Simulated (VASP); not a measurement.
# CsPbCl3 (Pm-3m) in VASP: density of states with PBEsol

Aim: the density of states of CsPbCl3 with PBEsol.

Everything below comes from runs of VASP 6.6.1. Logs are shortened: lines on timing, memory, paths and dates and some standing lists are left out, and cuts for length are marked.

### Step 1. The cell of the first run

The structure is cubic, space group Pm-3m (No. 221). The conventional cell has a = 5.577 Å, b = 5.577 Å, c = 5.577 Å, α = 90.00°, β = 90.00°, γ = 90.00°. Within 5.2 Å of Cs (site symmetry m-3m) lie 12 Cl at 3.94 Å and 8 Pb at 4.83 Å. Pb (site symmetry m-3m) has 6 Cl at 2.79 Å within 3.7 Å. Within 3.7 Å of Cl (site symmetry 4/mmm) lie 2 Pb at 2.79 Å.

### Step 2. Density of states, PBEsol

The input, POSCAR:

```
CsPbCl3
1.0
    5.5773270000      0.0000000000      0.0000000000
    0.0000000000      5.5773270000      0.0000000000
    0.0000000000      0.0000000000      5.5773270000
Cs Pb Cl
1 1 3
Direct
    0.0000000000      0.0000000000      0.0000000000
    0.5000000000      0.5000000000      0.5000000000
    0.5000000000      0.5000000000      0.0000000000
    0.0000000000      0.5000000000      0.5000000000
    0.5000000000      0.0000000000      0.5000000000
```

The input, INCAR.step1:

```
  PREC = Accurate
  ENCUT = 520
  EDIFF = 1E-6
  ISMEAR = -1
  SIGMA = 0.1
  LREAL = False
  LASPH = True
  NELM = 60
  ALGO = Normal
  ISIF = 2
  LWAVE = False
  LCHARG = True
  GGA = PS
  NBANDS = 30
```

The input, KPOINTS.step1:

```
Automatic mesh
0
Gamma
  5 5 5
```

The input, INCAR.step2:

```
  PREC = Accurate
  ENCUT = 520
  EDIFF = 1E-6
  ISMEAR = -5
  SIGMA = 0.1
  LREAL = False
  LASPH = True
  NELM = 60
  ALGO = Normal
  ISIF = 2
  LWAVE = False
  LCHARG = False
  GGA = PS
  LORBIT = 11
  NEDOS = 1001
  ICHARG = 11
```

The input, KPOINTS.step2:

```
Automatic mesh
0
Gamma
  8 8 8
```

Potentials or basis: VASP PAW PBE potentials, release 64 (Cs_sv, Pb_d, Cl).

The run is started by

```
$ cat potpaw_PBE.64/Cs_sv/POTCAR potpaw_PBE.64/Pb_d/POTCAR potpaw_PBE.64/Cl/POTCAR > POTCAR
$ cp INCAR.step1 INCAR
$ cp KPOINTS.step1 KPOINTS
$ mpirun -np 1 vasp_std > vasp.out
$ cp INCAR.step2 INCAR
$ cp KPOINTS.step2 KPOINTS
$ mpirun -np 1 vasp_std > vasp.out
```

OUTCAR:

```text
PREC = Accurate
   ENCUT = 520
   EDIFF = 1E-6
   ISMEAR = -5
   LREAL = False
   LASPH = True
   NELM = 60
   ISIF = 2
   GGA = PS
   LORBIT = 11
   ICHARG = 11

 ion  position               nearest neighbor table
   1  0.000  0.000  0.000-
   2  0.500  0.500  0.500-   3 2.79   4 2.79   5 2.79   3 2.79   5 2.79   4 2.79
   3  0.500  0.500  0.000-   2 2.79   2 2.79
   4  0.000  0.500  0.500-   2 2.79   2 2.79
   5  0.500  0.000  0.500-   2 2.79   2 2.79

  LATTYP: Found a simple cubic cell.
 ALAT       =     5.5773270000

  Lattice vectors:

 A1 = (   5.5773270000,   0.0000000000,   0.0000000000)
 A2 = (   0.0000000000,   5.5773270000,   0.0000000000)
 A3 = (   0.0000000000,   0.0000000000,   5.5773270000)

Analysis of symmetry for initial positions (statically):
=====================================================================
 Subroutine PRICEL returns:
 Original cell was already a primitive cell.

 Routine SETGRP: Setting up the symmetry group for a
 simple cubic supercell.

 Subroutine GETGRP returns: Found 48 space group operations
[... 9 lines left out ...]

 Routine SETGRP: Setting up the symmetry group for a
 simple cubic supercell.

 Subroutine GETGRP returns: Found 48 space group operations
[... 11 lines left out ...]
                                     Primitive cell

  volume of cell :     173.4915

  direct lattice vectors                    reciprocal lattice vectors
     5.577327000  0.000000000  0.000000000     0.179297359  0.000000000  0.000000000
     0.000000000  5.577327000  0.000000000     0.000000000  0.179297359  0.000000000
     0.000000000  0.000000000  5.577327000     0.000000000  0.000000000  0.179297359

  length of vectors
     5.577327000  5.577327000  5.577327000     0.179297359  0.179297359  0.179297359

  position of ions in fractional coordinates (direct lattice)
     0.000000000  0.000000000  0.000000000
     0.500000000  0.500000000  0.500000000
     0.500000000  0.500000000  0.000000000
     0.000000000  0.500000000  0.500000000
     0.500000000  0.000000000  0.500000000

  ion indices of the primitive-cell ions
   primitive index   ion index
                 1           1
                 2           2
                 3           3
                 4           4
                 5           5

----------------------------------------------------------------------------------------

 KPOINTS: Automatic mesh

[... 71 lines left out ...]
   EDIFFG = 0.1E-04   stopping-criterion for IOM
   NSW    =      0    number of steps for IOM
   IBRION =     -1    ionic relax: 0-MD 1-quasi-New 2-CG
   NFREE  =      0    steps in history (QN), initial steepest desc. (CG)
   ISIF   =      2    stress and relaxation
   ISYM   =      2    0-nonsym 1-usesym 2-fastsym
   POTIM  = 0.5000    time-step for ionic-motion
   TEBEG  =    0.0;   TEEND  =   0.0 temperature during run
   PSTRESS=    0.0 pullay stress
   NELECT =      44.0000    total number of electrons
   NUPDOWN=      -1.0000    fix difference up-down
   EMIN   =  10.00;   EMAX   =-10.00  energy-range for DOS
   EFERMI =   0.00;   METHOD = LEGACY
   ISMEAR =    -5;   SIGMA  =   0.10  broadening in eV -4-tet -1-fermi 0-gaus
   EFERMI_NEDOS =   21; number of points for ismear=-14 and -15
   IALGO  =     38    algorithm
   IMIX   =      4    mixing-type and parameters
     AMIX     =   0.40;   BMIX     =  1.00
     AMIX_MAG =   1.60;   BMIX_MAG =  1.00
  volume/ion in A,a.u.               =      34.70       234.16
  Fermi-wavevector in a.u.,A,eV,Ry     =   1.036254  1.958236 14.610244  1.073823
  Thomas-Fermi vector in A             =   2.170636
   LORBIT       =     11    0 simple, 1 ext, 2 COOP (PROOUT), +10 PAW based schemes
   GGA     = PS    functional components
   LHFCALC =     F    Hartree Fock is set to
   AEXX    =    0.0000 exact exchange contribution
   IVDW    =     0    specifies the selected vdW correction
   LEPSILON=     F    determine dielectric tensor
   LRPA    =     F    only Hartree local field effects (RPA)
 non-spin polarized calculation
 Fermi weights with tetrahedron method with Bloechl corrections
  energy-cutoff  :      520.00
  volume of cell :      173.49
 maximum number of plane-waves:      4701
 NGX is ok and might be reduce to    42

 number of electron      43.9999992 magnetization

 Free energy of the ion-electron system (eV)
  ---------------------------------------------------
  ext. energy  EPLUGINS =         0.00000000
  ---------------------------------------------------
  free energy    TOTEN  =       -18.37666571 eV

  energy without entropy =      -18.37666571  energy(sigma->0) =      -18.37666571

 E-fermi :   1.9070     XC(G=0):  -8.0767

 val. band max:        1.9058938432   @ k =   0.5000   0.5000   0.5000
 cond. band min:       3.6469698584   @ k =   0.5000   0.5000   0.5000
 fundamental gap:      1.7410760152
 Fermi energy:         1.9070132164

 k-point     1 :       0.0000    0.0000    0.0000
  band No.  band energies     occupation
      1     -19.5224      2.00000
      2     -14.9482      2.00000
      3     -14.9482      2.00000
      4     -14.6622      2.00000
      5     -14.6622      2.00000
      6     -14.6622      2.00000
[... 685 lines left out ...]
     25       6.2413      0.00000
     26       7.2611      0.00000

 [... further k-points ...]
[... 5 lines left out ...]
  --------------------------------------------------------------------------------------
  -------------------------------------------------------------------------------------
  Total        0.6204060      0.6204060      0.6204060     -0.0000000      0.0000000     -0.0000000
  in kB        5.7293882      5.7293882      5.7293882     -0.0000000      0.0000000     -0.0000000
  external PRESSURE =       5.7293882 kB  Pullay stress =       0.0000000 kB

 VOLUME and BASIS-vectors are now :
 -----------------------------------------------------------------------------
  energy-cutoff  :      520.00
  volume of cell :      173.49
      direct lattice vectors                 reciprocal lattice vectors
     5.577327000  0.000000000  0.000000000     0.179297359  0.000000000  0.000000000
     0.000000000  5.577327000  0.000000000     0.000000000  0.179297359  0.000000000
     0.000000000  0.000000000  5.577327000     0.000000000  0.000000000  0.179297359

 POSITION                                       TOTAL-FORCE (eV/Angst)
 -----------------------------------------------------------------------------------
      0.00000      0.00000      0.00000         0.000000      0.000000      0.000000
      2.78866      2.78866      2.78866         0.000000      0.000000      0.000000
      2.78866      2.78866      0.00000         0.000000      0.000000      0.000000
      0.00000      2.78866      2.78866         0.000000      0.000000      0.000000
      2.78866      0.00000      2.78866         0.000000      0.000000      0.000000
 -----------------------------------------------------------------------------------
    total drift:                                0.000000     -0.000000     -0.000000

  FREE ENERGIE OF THE ION-ELECTRON SYSTEM (eV)
  ---------------------------------------------------
  free  energy   TOTEN  =       -18.3766657058 eV

  energy  without entropy=      -18.3766657058  energy(sigma->0) =      -18.37666571

 total charge

# of ion       s       p       d       tot
------------------------------------------
    1        1.840   4.700   0.012   6.552
    2        1.505   0.462   9.861  11.828
    3        1.591   3.502   0.000   5.092
    4        1.591   3.502   0.000   5.092
    5        1.591   3.502   0.000   5.092
--------------------------------------------------
tot          8.118  15.667   9.873  33.658
```

Wall time 3.7 min (1 thread of Intel Xeon 8259CL, shared host); peak memory 0.34 GiB.

Results:

- Valence electrons inside the program's atomic spheres: Cs 6.55; Pb 11.83; Cl 5.09

Caveat: the PAW data sets were made with another functional, which shifts forces and pressure a little; spin-orbit coupling is left out, which moves the levels of the heavy elements.
